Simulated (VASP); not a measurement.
# Ga (Fm-3m) in VASP: a series of runs, part 2 of 2

VASP 6.6.1. The steps go on from the part before.

**6. Single point, PBE (volume scaled by 0.92)**

The input, INCAR:

```
SYSTEM = Ga
PREC = Accurate
ENCUT = 520
EDIFF = 1E-6
ISMEAR = -1
SIGMA = 0.1
LREAL = .False.
LASPH = .True.
NELM = 100
ALGO = Normal
ISIF = 2
LWAVE = .False.
LCHARG = .False.
GGA = PE
NBANDS = 12
```

The input, KPOINTS:

```
regular mesh
0
Gamma
  21 21 21
  0 0 0
```

The input, POSCAR:

```
Ga
1.0
    0.0000000000      2.0590402073      2.0590402073
    2.0590402073      0.0000000000      2.0590402073
    2.0590402073      2.0590402073      0.0000000000
Ga
1
Direct
    0.0000000000      0.0000000000      0.0000000000
```

Potentials or basis: VASP PAW PBE potentials, release 64 (Ga_d).

Run with:

```console
> cat potpaw_PBE.64/Ga_d/POTCAR > POTCAR
> mpirun -np 1 vasp_std > vasp.out
```

OUTCAR:

```text
SYSTEM = Ga
   PREC = Accurate
   ENCUT = 520
   EDIFF = 1E-6
   ISMEAR = -1
   LREAL = .False.
   LASPH = .True.
   NELM = 100
   ISIF = 2
   GGA = PE

 ion  position               nearest neighbor table
   1  0.000  0.000  0.000-

  LATTYP: Found a face centered cubic cell.
 ALAT       =     4.1180804146

  Lattice vectors:

 A1 = (   0.0000000000,   2.0590402073,   2.0590402073)
 A2 = (   2.0590402073,   0.0000000000,   2.0590402073)
 A3 = (   2.0590402073,   2.0590402073,   0.0000000000)

Analysis of symmetry for initial positions (statically):
=====================================================================
 Subroutine PRICEL returns:
 Original cell was already a primitive cell.

 Routine SETGRP: Setting up the symmetry group for a
 face centered cubic supercell.

 Subroutine GETGRP returns: Found 48 space group operations
 (whereof 48 operations were pure point group operations)
 out of a pool of 48 trial point group operations.

The static configuration has the point symmetry O_h .

Analysis of symmetry for dynamics (positions and initial velocities):
=====================================================================
 Subroutine PRICEL returns:
 Original cell was already a primitive cell.

 Routine SETGRP: Setting up the symmetry group for a
 face centered cubic supercell.

 Subroutine GETGRP returns: Found 48 space group operations
 (whereof 48 operations were pure point group operations)
 out of a pool of 48 trial point group operations.

The dynamic configuration has the point symmetry O_h .

 Subroutine INISYM returns: Found 48 space group operations
 (whereof 48 operations are pure point group operations),
 and found     1 'primitive' translations

----------------------------------------------------------------------------------------

                                     Primitive cell

  volume of cell :      17.4592

  direct lattice vectors                    reciprocal lattice vectors
     0.000000000  2.059040207  2.059040207    -0.242831586  0.242831586  0.242831586
     2.059040207  0.000000000  2.059040207     0.242831586 -0.242831586  0.242831586
     2.059040207  2.059040207  0.000000000     0.242831586  0.242831586 -0.242831586

  length of vectors
     2.911922587  2.911922587  2.911922587     0.420596645  0.420596645  0.420596645

  position of ions in fractional coordinates (direct lattice)
     0.000000000  0.000000000  0.000000000

  ion indices of the primitive-cell ions
   primitive index   ion index
                 1           1

----------------------------------------------------------------------------------------

 KPOINTS: regular mesh

Automatic generation of k-mesh.
 Grid dimensions read from file:
 generate k-points for:   21   21   21

 Generating k-lattice:

  Cartesian coordinates                     Fractional coordinates (reciprocal lattice)
    -0.011563409  0.011563409  0.011563409     0.047619048  0.000000000  0.000000000
     0.011563409 -0.011563409  0.011563409     0.000000000  0.047619048  0.000000000
     0.011563409  0.011563409 -0.011563409     0.000000000  0.000000000  0.047619048

  Length of vectors
     0.020028412  0.020028412  0.020028412

  Shift w.r.t. Gamma in fractional coordinates (k-lattice)
     0.000000000  0.000000000  0.000000000

 Subroutine IBZKPT returns following result:
 ===========================================

 Found    286 irreducible k-points:

 Following reciprocal coordinates:
            Coordinates               Weight
  0.000000  0.000000  0.000000      1.000000
  0.047619  0.000000  0.000000      8.000000
  0.095238  0.000000  0.000000      8.000000
  0.142857  0.000000  0.000000      8.000000
  0.190476  0.000000  0.000000      8.000000
  0.238095  0.000000  0.000000      8.000000
[... 16 lines left out ...]
 -0.428571  0.047619  0.000000     24.000000
 -0.380952  0.047619  0.000000     24.000000
 [... further k-points ...]
   k-points           NKPTS =    286   k-points in BZ     NKDIM =    286   number of bands    NBANDS=     12
   number of dos      NEDOS =    301   number of ions     NIONS =      1
   total plane-waves  NPLWV =  13824
   dimension x,y,z NGX =    24 NGY =   24 NGZ =   24
   dimension x,y,z NGXF=    48 NGYF=   48 NGZF=   48
   ions per type =               1
   NGX,Y,Z   is equivalent  to a cutoff of  13.70, 13.70, 13.70 a.u.
   NGXF,Y,Z  is equivalent  to a cutoff of  27.40, 27.40, 27.40 a.u.
 SYSTEM =  Ga
   PREC   = accura    normal or accurate (medium, high low for compatibility)
   ISTART =      0    job   : 0-new  1-cont  2-samecut
   ICHARG =      2    charge: 1-file 2-atom 10-const
   ISPIN  =      1    spin polarized calculation?
   LNONCOLLINEAR =      F non collinear calculations
   LSORBIT =      F    spin-orbit coupling
   LASPH  =      T    aspherical Exc in radial PAW
   ENCUT  =  520.0 eV  38.22 Ry    6.18 a.u.   5.41  5.41  5.41*2*pi/ulx,y,z
   NELM   =    100;   NELMIN=  2; NELMDL= -5     # of ELM steps
   EDIFF  = 0.1E-05   stopping-criterion for ELM
   LREAL  =      F    real-space projection
   EDIFFG = 0.1E-04   stopping-criterion for IOM
   NSW    =      0    number of steps for IOM
   IBRION =     -1    ionic relax: 0-MD 1-quasi-New 2-CG
   NFREE  =      0    steps in history (QN), initial steepest desc. (CG)
   ISIF   =      2    stress and relaxation
   ISYM   =      2    0-nonsym 1-usesym 2-fastsym
   POTIM  = 0.5000    time-step for ionic-motion
   TEBEG  =    0.0;   TEEND  =   0.0 temperature during run
   PSTRESS=    0.0 pullay stress
   NELECT =      13.0000    total number of electrons
   NUPDOWN=      -1.0000    fix difference up-down
   EMIN   =  10.00;   EMAX   =-10.00  energy-range for DOS
   EFERMI =   0.00;   METHOD = LEGACY
   ISMEAR =    -1;   SIGMA  =   0.10  broadening in eV -4-tet -1-fermi 0-gaus
   EFERMI_NEDOS =   21; number of points for ismear=-14 and -15
   IALGO  =     38    algorithm
   IMIX   =      4    mixing-type and parameters
     AMIX     =   0.40;   BMIX     =  1.00
     AMIX_MAG =   1.60;   BMIX_MAG =  1.00
  volume/ion in A,a.u.               =      17.46       117.82
  Fermi-wavevector in a.u.,A,eV,Ry     =   1.483820  2.804013 29.956230  2.201721
  Thomas-Fermi vector in A             =   2.597434
   LORBIT       =      0    0 simple, 1 ext, 2 COOP (PROOUT), +10 PAW based schemes
   GGA     = PE    functional components
   LHFCALC =     F    Hartree Fock is set to
   AEXX    =    0.0000 exact exchange contribution
   IVDW    =     0    specifies the selected vdW correction
   LEPSILON=     F    determine dielectric tensor
   LRPA    =     F    only Hartree local field effects (RPA)
 non-spin polarized calculation
  energy-cutoff  :      520.00
  volume of cell :       17.46
 maximum number of plane-waves:       495
 NGX is ok and might be reduce to    24
   NGX = 11   NGY = 11   NGZ = 11

 number of electron      12.9999994 magnetization

 Free energy of the ion-electron system (eV)
  ---------------------------------------------------
  ext. energy  EPLUGINS =         0.00000000
  ---------------------------------------------------
  free energy    TOTEN  =        -2.87316736 eV

  energy without entropy =       -2.86063597  energy(sigma->0) =       -2.86690166

 E-fermi :   6.3610     XC(G=0): -11.4124

 val. band max:        6.3553419153   @ k =  -0.2857   0.3810   0.0952
 cond. band min:       6.4037526546   @ k =   0.4762   0.2381   0.0476
 fundamental gap:      0.0484107393
 Fermi energy:         6.3610104003

 k-point     1 :       0.0000    0.0000    0.0000
  band No.  band energies     occupation
      1      -8.6736      2.00000
      2      -8.6736      2.00000
      3      -8.6736      2.00000
      4      -8.5271      2.00000
      5      -8.5271      2.00000
      6      -5.3519      2.00000
      7      19.4105      0.00000
      8      19.4105      0.00000
      9      19.4105      0.00000
     10      22.5681      0.00000
     11      23.0973      0.00000
     12      23.0973      0.00000
[... 331 lines left out ...]
 k-point    24 :      -0.3810    0.0476    0.0000
  band No.  band energies     occupation
      1      -8.7603      2.00000
      2      -8.6615      2.00000
      3      -8.6569      2.00000
      4      -8.4342      2.00000
      5      -8.4217      2.00000
      6      -0.9232      2.00000
      7       4.8346      2.00000
      8      15.9213      0.00000
      9      17.2067      0.00000
     10      20.7108      0.00000
     11      21.7228      0.00000
     12      22.3130      0.00000

 [... further k-points ...]

------------------------ aborting loop because EDIFF is reached ----------------------------------------

  FORCE on cell =-STRESS in cart. coord.  units (eV):
  Direction    XX          YY          ZZ          XY          YZ          ZX
  --------------------------------------------------------------------------------------
  -------------------------------------------------------------------------------------
  Total        0.5290050      0.5290050      0.5290050     -0.0000000     -0.0000000      0.0000000
  in kB       48.5451497     48.5451497     48.5451497     -0.0000000     -0.0000000      0.0000000
  external PRESSURE =      48.5451497 kB  Pullay stress =       0.0000000 kB

 VOLUME and BASIS-vectors are now :
 -----------------------------------------------------------------------------
  energy-cutoff  :      520.00
  volume of cell :       17.46
      direct lattice vectors                 reciprocal lattice vectors
     0.000000000  2.059040207  2.059040207    -0.242831586  0.242831586  0.242831586
     2.059040207  0.000000000  2.059040207     0.242831586 -0.242831586  0.242831586
     2.059040207  2.059040207  0.000000000     0.242831586  0.242831586 -0.242831586

 POSITION                                       TOTAL-FORCE (eV/Angst)
 -----------------------------------------------------------------------------------
      0.00000      0.00000      0.00000         0.000000      0.000000      0.000000
 -----------------------------------------------------------------------------------
    total drift:                               -0.000000      0.000000      0.000000

  FREE ENERGIE OF THE ION-ELECTRON SYSTEM (eV)
  ---------------------------------------------------
  free  energy   TOTEN  =        -2.8731673577 eV

  energy  without entropy=       -2.8606359719  energy(sigma->0) =       -2.86690166
```

OSZICAR:

```text
N       E                     dE             d eps       ncg     rms          rms(c)
DAV:   1     0.436793415379E+02    0.43679E+02   -0.67391E+03  7500   0.192E+03
DAV:   2    -0.798649433122E+00   -0.44478E+02   -0.42665E+02  7180   0.262E+02
DAV:   3    -0.288838029203E+01   -0.20897E+01   -0.20847E+01  7940   0.455E+01
DAV:   4    -0.290430661187E+01   -0.15926E-01   -0.15924E-01  7940   0.423E+00
DAV:   5    -0.290446634593E+01   -0.15973E-03   -0.15973E-03  8244   0.408E-01    0.915E-01
DAV:   6    -0.287972495052E+01    0.24741E-01   -0.38074E-02  8568   0.411E+00    0.460E-01
DAV:   7    -0.287383091827E+01    0.58940E-02   -0.72221E-03  9532   0.149E+00    0.122E-01
DAV:   8    -0.287316375927E+01    0.66716E-03   -0.67390E-04  8520   0.477E-01    0.870E-03
DAV:   9    -0.287316700843E+01   -0.32492E-05   -0.66120E-06  9332   0.394E-02    0.330E-03
DAV:  10    -0.287316735773E+01   -0.34930E-06   -0.22267E-07  5428   0.810E-03
   1 F= -.28731674E+01 E0= -.28669017E+01  d E =-.125314E-01
```

Run time: 14 s. Hardware: 1 thread of Intel Xeon 6975P-C (Granite Rapids), shared host; peak memory 0.18 GiB.

Results:

| Property | Result |
| --- | --- |
| Free energy | -2.8732 eV |
| Pressure | 4.9 GPa |

Levels at points of the mesh, in eV from the Fermi level:
```tsv
k point	band 2	band 3	band 4	band 5	band 6	band 7	band 8	band 9	band 10	band 11
(0.00, 0.00, 0.00)	-15.03	-15.03	-14.89	-14.89	-11.71	13.05	13.05	13.05	16.21	16.74
```

**7. Overview**

```tsv
task	cell	k mesh	cutoff (eV)	gap on the mesh (eV)	pressure (GPa)
single point	a = 2.994 Å, angles 60.0°, 1 atom	7 × 7 × 7	520	none	-1.4
single point	a = 2.994 Å, angles 60.0°, 1 atom	13 × 13 × 13	520	none	0.1
single point	a = 2.869 Å, angles 60.0°, 1 atom	21 × 21 × 21	520	none	8.3
relaxation of cell and atoms	relaxed from a = 3.026 Å, angles 60.0°, 1 atom	13 × 13 × 13	600	none	0.0
single point	a = 2.912 Å, angles 60.0°, 1 atom	21 × 21 × 21	520	none	4.9
```

Alike in all rows: level PBE; potentials or basis VASP PAW PBE potentials, release 64 (Ga_d); no spin polarisation; smearing fermi-dirac 0.1 eV.

Caveats: some runs use coarse meshes.

Total energies depend on the potentials used, so only differences within one code and one set of settings carry meaning.
